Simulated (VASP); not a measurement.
# GaSb (I-4m2) in VASP: notebook

The runs below take GaSb through single point, with r2SCAN.

Program: VASP 6.6.1. These are calculated values, not measurements. Logs are shortened: lines on timing, memory, paths and dates and some standing lists are left out, and cuts for length are marked.

### 1 The cell of the first run

Symmetry: I-4m2, No. 119, tetragonal system. Conventional cell: a = 4.249 Å, b = 4.249 Å, c = 6.132 Å, α = 90.00°, β = 90.00°, γ = 90.00°. Ga (site symmetry -4m2) has 4 Sb at 2.62 Å within 3.5 Å. Sb (site symmetry -4m2) has 4 Ga at 2.62 Å within 3.5 Å.

### 2 Single point, r2SCAN (strain -0.0200 x Voigt [1, 1, 0, 0, 0, 0])

Contents of POSCAR:

```
GaSb
1.0
    0.0000000000      3.0048255044      3.0661484739
    3.0048255044      0.0000000000      3.0661484739
    3.0048255044      3.0048255044      0.0000000000
Ga Sb
1 1
Direct
    0.0000000000      0.0000000000      0.0000000000
    0.7500000000      0.7500000000      0.7500000000
```

Contents of INCAR.step1:

```
SYSTEM = GaSb
PREC     = Accurate       ! precision mode
ENCUT    = 520            ! plane-wave cutoff, eV
ISMEAR   = 0              ! smearing method
SIGMA    = 0.05           ! smearing width, eV
LREAL    = .FALSE.        ! projectors in reciprocal space
LASPH    = .TRUE.         ! aspherical terms in the spheres
NELM     = 100            ! most SCF steps
NBANDS   = 16             ! bands
GGA      = PE             ! functional
ALGO     = Normal         ! electronic algorithm
EDIFF    = 1E-4           ! SCF threshold, eV
LWAVE    = .TRUE.         ! write WAVECAR
LCHARG   = .FALSE.        ! write CHGCAR
```

Contents of INCAR.step2:

```
SYSTEM = GaSb
PREC     = Accurate       ! precision mode
ENCUT    = 520            ! plane-wave cutoff, eV
EDIFF    = 1E-7           ! SCF threshold, eV
ISMEAR   = 0              ! smearing method
SIGMA    = 0.05           ! smearing width, eV
LREAL    = .FALSE.        ! projectors in reciprocal space
LASPH    = .TRUE.         ! aspherical terms in the spheres
NELM     = 100            ! most SCF steps
ALGO     = Normal         ! electronic algorithm
ISIF     = 2              ! what is computed and relaxed
LWAVE    = .FALSE.        ! write WAVECAR
LCHARG   = .FALSE.        ! write CHGCAR
METAGGA  = R2SCAN         ! meta-GGA
LMIXTAU  = .TRUE.       
NBANDS   = 16             ! bands
ISTART   = 1
```

Contents of KPOINTS:

```
regular mesh
0
G
  10 10 10
  0 0 0
```

Potentials or basis: VASP PAW PBE potentials, release 64 (Ga_d, Sb).

The run is started by

```bash
$ cat potpaw_PBE.64/Ga_d/POTCAR potpaw_PBE.64/Sb/POTCAR > POTCAR
$ cp INCAR.step1 INCAR
$ mpirun -np 1 vasp_std > vasp.out
$ cp INCAR.step2 INCAR
$ mpirun -np 1 vasp_std > vasp.out
```

OUTCAR:

```text
SYSTEM = GaSb
   PREC = Accurate
   ENCUT = 520
   EDIFF = 1E-7
   ISMEAR = 0
   LREAL = .FALSE.
   LASPH = .TRUE.
   NELM = 100
   ISIF = 2
   METAGGA = R2SCAN
   ISTART = 1

 ion  position               nearest neighbor table
   1  0.000  0.000  0.000-   2 2.62   2 2.62   2 2.62   2 2.62
   2  0.750  0.750  0.750-   1 2.62   1 2.62   1 2.62   1 2.62

  LATTYP: Found a body centered tetragonal cell.
 ALAT       =     4.2494649809
 C/A-ratio  =     1.4430750637

  Lattice vectors:

 A1 = (  -3.0048255044,   0.0000000000,   3.0661484739)
 A2 = (   3.0048255044,   0.0000000000,   3.0661484739)
 A3 = (   0.0000000000,   3.0048255044,  -3.0661484739)

Analysis of symmetry for initial positions (statically):
=====================================================================
 Subroutine PRICEL returns:
 Original cell was already a primitive cell.

 Routine SETGRP: Setting up the symmetry group for a
 body centered tetragonal supercell.

 Subroutine GETGRP returns: Found  8 space group operations
 (whereof  8 operations were pure point group operations)
 out of a pool of 16 trial point group operations.

The static configuration has the point symmetry D_2d.

Analysis of symmetry for dynamics (positions and initial velocities):
=====================================================================
 Subroutine PRICEL returns:
 Original cell was already a primitive cell.

 Routine SETGRP: Setting up the symmetry group for a
 body centered tetragonal supercell.

 Subroutine GETGRP returns: Found  8 space group operations
 (whereof  8 operations were pure point group operations)
 out of a pool of 16 trial point group operations.

The dynamic configuration has the point symmetry D_2d.

 Subroutine INISYM returns: Found  8 space group operations
 (whereof  8 operations are pure point group operations),
 and found     1 'primitive' translations

----------------------------------------------------------------------------------------

                                     Primitive cell

  volume of cell :      55.3684

  direct lattice vectors                    reciprocal lattice vectors
     0.000000000  3.004825504  3.066148474    -0.166399014  0.166399014  0.163071033
     3.004825504  0.000000000  3.066148474     0.166399014 -0.166399014  0.163071033
     3.004825504  3.004825504  0.000000000     0.166399014  0.166399014 -0.163071033

  length of vectors
     4.293045862  4.293045862  4.249464981     0.286303031  0.286303031  0.286303031

  position of ions in fractional coordinates (direct lattice)
     0.000000000  0.000000000  0.000000000
[... 79 lines left out ...]
   LREAL  =      F    real-space projection
   EDIFFG = 0.1E-05   stopping-criterion for IOM
   NSW    =      0    number of steps for IOM
   IBRION =     -1    ionic relax: 0-MD 1-quasi-New 2-CG
   NFREE  =      0    steps in history (QN), initial steepest desc. (CG)
   ISIF   =      2    stress and relaxation
   ISYM   =      2    0-nonsym 1-usesym 2-fastsym
   POTIM  = 0.5000    time-step for ionic-motion
   TEBEG  =    0.0;   TEEND  =   0.0 temperature during run
   PSTRESS=    0.0 pullay stress
   NELECT =      18.0000    total number of electrons
   NUPDOWN=      -1.0000    fix difference up-down
   EMIN   =  10.00;   EMAX   =-10.00  energy-range for DOS
   EFERMI =   0.00;   METHOD = LEGACY
   ISMEAR =     0;   SIGMA  =   0.05  broadening in eV -4-tet -1-fermi 0-gaus
   EFERMI_NEDOS =   21; number of points for ismear=-14 and -15
   IALGO  =     38    algorithm
   IMIX   =      4    mixing-type and parameters
     AMIX     =   0.40;   BMIX     =  1.00
     AMIX_MAG =   1.60;   BMIX_MAG =  1.00
  volume/ion in A,a.u.               =      27.68       186.82
  Fermi-wavevector in a.u.,A,eV,Ry     =   1.125672  2.127211 17.240444  1.267137
  Thomas-Fermi vector in A             =   2.262350
   LORBIT       =      0    0 simple, 1 ext, 2 COOP (PROOUT), +10 PAW based schemes
   METAGGA = R2SCAN    functional components
   LHFCALC =     F    Hartree Fock is set to
   AEXX    =    0.0000 exact exchange contribution
   IVDW    =     0    specifies the selected vdW correction
   LEPSILON=     F    determine dielectric tensor
   LRPA    =     F    only Hartree local field effects (RPA)
 non-spin polarized calculation
 Gauss-broadening in eV      SIGMA  =   0.05
  energy-cutoff  :      520.00
  volume of cell :       55.37
 maximum number of plane-waves:      1516
   NGX = 15   NGY = 15   NGZ = 15

 number of electron      17.9999992 magnetization

 Free energy of the ion-electron system (eV)
  ---------------------------------------------------
  ext. energy  EPLUGINS =         0.00000000
  ---------------------------------------------------
  free energy    TOTEN  =       -37.58499176 eV

  energy without entropy =      -37.58499176  energy(sigma->0) =      -37.58499176

 E-fermi :   5.2816     XC(G=0):  -9.8783

 val. band max:        5.0811014021   @ k =   0.0000   0.0000   0.0000
 cond. band min:       5.7406317103   @ k =   0.0000   0.0000   0.0000
 fundamental gap:      0.6595303083
 Fermi energy:         5.2816363582

 k-point     1 :       0.0000    0.0000    0.0000
  band No.  band energies     occupation
      1     -10.5294      2.00000
      2     -10.5269      2.00000
      3     -10.5269      2.00000
      4     -10.4664      2.00000
      5     -10.4642      2.00000
      6      -7.1416      2.00000
[... 433 lines left out ...]
      3     -10.5038      2.00000
      4     -10.4737      2.00000
      5     -10.4632      2.00000
      6      -5.3953      2.00000
[... 8 lines left out ...]
     15      16.0708      0.00000
     16      16.1914      0.00000

 [... further k-points ...]

------------------------ aborting loop because EDIFF is reached ----------------------------------------

  FORCE on cell =-STRESS in cart. coord.  units (eV):
  Direction    XX          YY          ZZ          XY          YZ          ZX
  --------------------------------------------------------------------------------------
  -------------------------------------------------------------------------------------
  Total        0.9787188      0.9787188      0.6198965      0.0000000      0.0000000      0.0000000
  in kB       28.3208854     28.3208854     17.9377556      0.0000000      0.0000000      0.0000000
  external PRESSURE =      24.8598421 kB  Pullay stress =       0.0000000 kB

 VOLUME and BASIS-vectors are now :
 -----------------------------------------------------------------------------
  energy-cutoff  :      520.00
  volume of cell :       55.37
      direct lattice vectors                 reciprocal lattice vectors
     0.000000000  3.004825504  3.066148474    -0.166399014  0.166399014  0.163071033
     3.004825504  0.000000000  3.066148474     0.166399014 -0.166399014  0.163071033
     3.004825504  3.004825504  0.000000000     0.166399014  0.166399014 -0.163071033

 POSITION                                       TOTAL-FORCE (eV/Angst)
 -----------------------------------------------------------------------------------
      0.00000      0.00000      0.00000         0.000000      0.000000      0.000000
      4.50724      4.50724      4.59922        -0.000000     -0.000000     -0.000000
 -----------------------------------------------------------------------------------
    total drift:                               -0.000002     -0.000002      0.000008

  FREE ENERGIE OF THE ION-ELECTRON SYSTEM (eV)
  ---------------------------------------------------
  free  energy   TOTEN  =       -37.5849917645 eV

  energy  without entropy=      -37.5849917645  energy(sigma->0) =      -37.58499176
```

OSZICAR.step1:

```text
N       E                     dE             d eps       ncg     rms          rms(c)
DAV:   1     0.838692400699E+02    0.83869E+02   -0.85822E+03  3288   0.141E+03
DAV:   2    -0.893119215890E+00   -0.84762E+02   -0.81651E+02  3888   0.304E+02
DAV:   3    -0.725445548003E+01   -0.63613E+01   -0.63363E+01  3904   0.651E+01
DAV:   4    -0.736670033542E+01   -0.11224E+00   -0.11223E+00  4152   0.975E+00
DAV:   5    -0.736928501339E+01   -0.25847E-02   -0.25846E-02  4120   0.130E+00    0.332E+00
DAV:   6    -0.732287321487E+01    0.46412E-01   -0.62459E-02  4832   0.397E+00    0.200E+00
DAV:   7    -0.730812609222E+01    0.14747E-01   -0.40957E-02  3816   0.165E+00    0.345E-01
DAV:   8    -0.730908856900E+01   -0.96248E-03   -0.44027E-03  4360   0.769E-01    0.925E-02
DAV:   9    -0.730956708832E+01   -0.47852E-03   -0.70883E-04  3848   0.199E-01    0.361E-02
DAV:  10    -0.730957795305E+01   -0.10865E-04   -0.25169E-05  3280   0.362E-02
   1 F= -.73095780E+01 E0= -.73095778E+01  d E =-.362497E-06
```

Wall time 1.8 min (1 thread of Intel Xeon 6975P-C (Granite Rapids), shared host); peak memory 0.25 GiB.

What came out:

```yaml
Free_energy: -37.5850 eV
Pressure: 2.5 GPa
Band_gap_on_the_k_mesh: 0.66 eV, direct
```

Levels at points of the mesh, in eV from the valence-band top:
```csv
k point,band 6,band 7,band 8,band 9,band 10,band 11,band 12,band 13
"(0.00, 0.00, 0.00)",-12.22,-0.13,0.00,0.00,0.66,2.90,2.90,2.97
"(0.50, 0.00, 0.00)",-10.41,-6.80,-1.40,-1.23,0.71,3.92,4.02,6.87
"(0.50, 0.50, 0.00)",-9.53,-7.32,-2.78,-2.78,1.15,1.47,9.44,9.44
"(0.50, 0.00, 0.50)",-9.44,-7.22,-2.92,-2.90,0.98,1.33,9.42,9.43
```

Caveat: the cell differs from its parent crystal (strain -0.0200 x Voigt [1, 1, 0, 0, 0, 0]); the PAW data sets were made with another functional, which shifts forces and pressure a little; spin-orbit coupling is left out, which moves the levels of the heavy elements. A k mesh can miss the band edges.

### 3 Single point, r2SCAN (strain +0.0100 x Voigt [1, 1, 0, 0, 0, 0])

Contents of POSCAR:

```
GaSb
1.0
    0.0000000000      3.0968099586      3.0661484739
    3.0968099586      0.0000000000      3.0661484739
    3.0968099586      3.0968099586      0.0000000000
Ga Sb
1 1
Direct
    0.0000000000      0.0000000000      0.0000000000
    0.7500000000      0.7500000000      0.7500000000
```

Contents of INCAR.step1:

```
SYSTEM = GaSb
PREC = Accurate ; ENCUT = 520
ISMEAR = 0 ; SIGMA = 0.05
LREAL = .FALSE. ; LASPH = .TRUE.
NELM = 80 ; NBANDS = 16
GGA = PE ; ALGO = Normal
EDIFF = 1E-4 ; LWAVE = .TRUE.
LCHARG = .FALSE.
```

Contents of INCAR.step2:

```
SYSTEM = GaSb
PREC = Accurate ; ENCUT = 520
EDIFF = 1E-6 ; ISMEAR = 0
SIGMA = 0.05 ; LREAL = .FALSE.
LASPH = .TRUE. ; NELM = 80
ALGO = Normal ; ISIF = 2
LWAVE = .FALSE. ; LCHARG = .FALSE.
METAGGA = R2SCAN ; LMIXTAU = .TRUE.
NBANDS = 16 ; ISTART = 1
```

Contents of KPOINTS:

```
Automatic mesh
0
G
  10 10 10
  0 0 0
```

Potentials or basis: VASP PAW PBE potentials, release 64 (Ga_d, Sb).

The run is started by

```bash
$ cat potpaw_PBE.64/Ga_d/POTCAR potpaw_PBE.64/Sb/POTCAR > POTCAR
$ cp INCAR.step1 INCAR
$ mpirun -np 1 vasp_std > vasp.out
$ cp INCAR.step2 INCAR
$ mpirun -np 1 vasp_std > vasp.out
```

Run time: 1.8 min. Hardware: 1 thread of Intel Xeon 6975P-C (Granite Rapids), shared host; peak memory 0.27 GiB.

Results (log left out):

```yaml
Free_energy: -37.6012 eV
Pressure: -0.9 GPa
Band_gap_on_the_k_mesh: 0.21 eV, direct
```

Stress tensor (GPa, compression positive):
```
-1.11  0.00  0.00
 0.00 -1.11  0.00
 0.00  0.00 -0.62
```

Levels at points of the mesh, in eV from the valence-band top:
| k point | band 5 | band 6 | band 7 | band 8 | band 9 | band 10 | band 11 | band 12 | band 13 | band 14 |
| --- | --- | --- | --- | --- | --- | --- | --- | --- | --- | --- |
| (0.00, 0.00, 0.00) | -15.43 | -11.78 | -0.06 | -0.06 | 0.00 | 0.21 | 2.93 | 2.96 | 2.96 | 6.28 |
| (0.50, 0.00, 0.00) | -15.43 | -10.13 | -6.48 | -1.25 | -1.17 | 0.58 | 3.95 | 4.00 | 6.89 | 9.76 |
| (0.50, 0.50, 0.00) | -15.43 | -9.26 | -6.93 | -2.68 | -2.68 | 1.05 | 1.45 | 9.05 | 9.05 | 10.53 |
| (0.50, 0.00, 0.50) | -15.43 | -9.29 | -6.98 | -2.62 | -2.61 | 1.13 | 1.51 | 9.03 | 9.03 | 10.49 |

Caveat: the cell differs from its parent crystal (strain +0.0100 x Voigt [1, 1, 0, 0, 0, 0]); the PAW data sets were made with another functional, which shifts forces and pressure a little; spin-orbit coupling is left out, which moves the levels of the heavy elements.

### 4 Single point, r2SCAN (strain +0.0200 x Voigt [1, 1, 0, 0, 0, 0])

Contents of POSCAR:

```
GaSb
1.0
    0.0000000000      3.1274714434      3.0661484739
    3.1274714434      0.0000000000      3.0661484739
    3.1274714434      3.1274714434      0.0000000000
Ga Sb
1 1
Direct
    0.0000000000      0.0000000000      0.0000000000
    0.7500000000      0.7500000000      0.7500000000
```

Contents of INCAR.step1:

```
SYSTEM = GaSb
PREC = Accurate
ENCUT = 520
ISMEAR = 0
SIGMA = 0.05
LREAL = .False.
LASPH = .True.
NELM = 60
NBANDS = 16
GGA = PE
ALGO = Normal
EDIFF = 1E-4
LWAVE = .True.
LCHARG = .False.
```

Contents of INCAR.step2:

```
SYSTEM = GaSb
PREC = Accurate
ENCUT = 520
EDIFF = 1E-6
ISMEAR = 0
SIGMA = 0.05
LREAL = .False.
LASPH = .True.
NELM = 60
ALGO = Normal
ISIF = 2
LWAVE = .False.
LCHARG = .True.
METAGGA = R2SCAN
LMIXTAU = .True.
LELF = .True.
LVHAR = .True.
NBANDS = 16
ISTART = 1
```

Contents of KPOINTS:

```
Automatic mesh
0
Gamma
  10 10 10
  0 0 0
```

The run is started by

```bash
$ cat potpaw_PBE.64/Ga_d/POTCAR potpaw_PBE.64/Sb/POTCAR > POTCAR
$ cp INCAR.step1 INCAR
$ mpirun -np 1 vasp_std > vasp.out
$ cp INCAR.step2 INCAR
$ mpirun -np 1 vasp_std > vasp.out
```

Run time: 2.5 min. Hardware: 1 thread of Intel Xeon 6975P-C (Granite Rapids), shared host; peak memory 0.28 GiB.

The run converged. Its results:

| Quantity | Value |
| --- | --- |
| Free energy | -37.5894 eV |
| Pressure | -1.9 GPa |
| Band gap on the k mesh | 0.02 eV, direct |

Stress tensor (GPa, compression positive):
```
-2.16  0.00  0.00
 0.00 -2.16  0.00
 0.00  0.00 -1.25
```

Levels at points of the mesh, in eV from the valence-band top:
```csv
k point,band 5,band 6,band 7,band 8,band 9,band 10,band 11,band 12,band 13,band 14
"(0.00, 0.00, 0.00)",-15.44,-11.68,-0.11,-0.11,0.00,0.02,2.88,2.94,2.94,6.21
"(0.50, 0.00, 0.00)",-15.43,-10.08,-6.42,-1.29,-1.14,0.50,3.89,4.00,6.86,9.58
"(0.50, 0.50, 0.00)",-15.43,-9.21,-6.85,-2.68,-2.68,0.98,1.41,8.88,8.88,10.34
"(0.50, 0.00, 0.50)",-15.43,-9.28,-6.93,-2.57,-2.56,1.14,1.53,8.85,8.85,10.26
```

Caveat: the cell differs from its parent crystal (strain +0.0200 x Voigt [1, 1, 0, 0, 0, 0]); the PAW data sets were made with another functional, which shifts forces and pressure a little; spin-orbit coupling is left out, which moves the levels of the heavy elements. A k mesh can miss the band edges.

### 5 Overview

| cell | gap on the mesh (eV) | pressure (GPa) |
| --- | --- | --- |
| a = 4.293, b = 4.293, c = 4.249 Å, angles 60.3, 60.3, 59.3°, 2 atoms | 0.66 | 2.5 |
| a = 4.358, b = 4.358, c = 4.380 Å, angles 59.8, 59.8, 60.3°, 2 atoms | 0.21 | -0.9 |
| a = 4.380, b = 4.380, c = 4.423 Å, angles 59.7, 59.7, 60.7°, 2 atoms | 0.02 | -1.9 |

Alike in all rows: task single point; level r2SCAN; potentials or basis VASP PAW PBE potentials, release 64 (Ga_d, Sb); no spin polarisation; k mesh 10 × 10 × 10; cutoff (eV) 520; smearing gaussian 0.05 eV.

Caveats: the PAW data sets were made with another functional, which shifts forces and pressure a little; spin-orbit coupling is left out, which moves the levels of the heavy elements.

Absolute energies hang on the potentials; compare differences alone.
